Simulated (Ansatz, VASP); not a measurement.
MgO in VASP and in Ansatz

```
CELL_PARAMETERS angstrom
0.00000 2.08157 2.08157
2.08157 0.00000 2.08157
2.08157 2.08157 0.00000
ATOMIC_POSITIONS crystal
Mg 0.00000 0.00000 0.00000
O 0.50000 0.50000 0.50000
```

Alike in both runs: functional LDA; k mesh 8 × 8 × 8; occupations gaussian, width 0.1 eV; no spin polarisation.

Ansatz relaxed the structure, and its values are those at the end. VASP's run is a single point on that final structure, the one shown.

|  | VASP | Ansatz |
| --- | --- | --- |
| version | VASP 6.6.1 | Ansatz 0.2.0 |
| potentials or method | VASP PAW LDA potentials, release 64 (Mg, O), cutoff 600 eV | scalar-relativistic, plane waves, PAW |
| valence electrons in the cell | 8 | 16 |

|  | VASP | Ansatz | Ansatz less VASP |
| --- | --- | --- | --- |
| gap on the k mesh at the Fermi level (eV) | 5.01 | 5.01 | -0.002 |
| least direct gap on the mesh (eV) | 5.01 | 5.01 | -0.002 |
| pressure (GPa) | -2.4 | -0.5 | +1.94 |

LDA's correlation is that of Perdew and Zunger in VASP and of Perdew and Wang (1992) in Ansatz. VASP's potentials hold 8 valence electrons a cell and Ansatz's 16, so a difference there can come from the potentials and not from the codes.
